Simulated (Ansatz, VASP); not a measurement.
## InSb: VASP beside Ansatz

```
In Sb
1.0
     0.00000    3.21213    3.21213
     3.21213    0.00000    3.21213
     3.21213    3.21213    0.00000
In Sb
1 1
Direct
  0.00000 0.00000 0.00000
  0.25000 0.25000 0.25000
```

Alike in both runs: functional r2SCAN; k mesh 9 × 9 × 9; occupations fermi-dirac, width 0.1 eV; no spin polarisation.

Ansatz relaxed the structure, and its values are those at the end. VASP's run is a single point on that final structure, the one shown.

```csv
,VASP,Ansatz
version,VASP 6.6.1,Ansatz 0.2.0
potentials or method,"VASP PAW PBE potentials, release 64 (In_d, Sb), cutoff 520 eV",PAW plane waves
valence electrons in the cell,18,28
```

|  | VASP | Ansatz | Ansatz less VASP |
| --- | --- | --- | --- |
| pressure (GPa) | 3.1 | 3.1 | +0.02 |

VASP's potentials were made for PBE, not for r2SCAN. VASP's potentials hold 18 valence electrons a cell and Ansatz's 28, so a difference there can come from the potentials and not from the codes. Ansatz's warnings: stress scf threshold loose.

Neither program's run includes spin-orbit coupling.
